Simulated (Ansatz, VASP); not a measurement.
**InSb in VASP and in Ansatz**

```
CELL_PARAMETERS angstrom
6.05190 0.00000 0.00000
0.00000 6.17327 0.00000
0.00000 0.00000 3.07353
ATOMIC_POSITIONS crystal
In 0.00000 0.00000 0.01580
In 0.50000 0.50000 0.98420
Sb 0.50000 0.00000 0.77819
Sb 0.00000 0.50000 0.22181
```

Alike in both runs: functional PBE; k mesh 4 × 4 × 6; occupations gaussian, width 0.1 eV; no spin polarisation.

Ansatz relaxed the structure, and its values are those at the end. VASP's run is a single point on that final structure, the one shown.

|  | VASP | Ansatz |
| --- | --- | --- |
| version | VASP 6.6.1 | Ansatz 0.2.0 |
| potentials or method | VASP PAW PBE potentials, release 64 (In_d, Sb), cutoff 520 eV | scalar-relativistic, plane waves, PAW |
| valence electrons in the cell | 36 | 56 |

```tsv
	VASP	Ansatz	Ansatz less VASP
gap on the k mesh at the Fermi level (eV)	none	none	-
pressure (GPa)	0.0	0.0	+0.04
```

A gap of «none» marks a metal or a gap that the smearing closes. With one functional, cell and mesh, what is left measures potentials, basis and numerics. VASP's potentials hold 36 valence electrons a cell and Ansatz's 56, so a difference there can come from the potentials and not from the codes.

Neither program's run includes spin-orbit coupling.
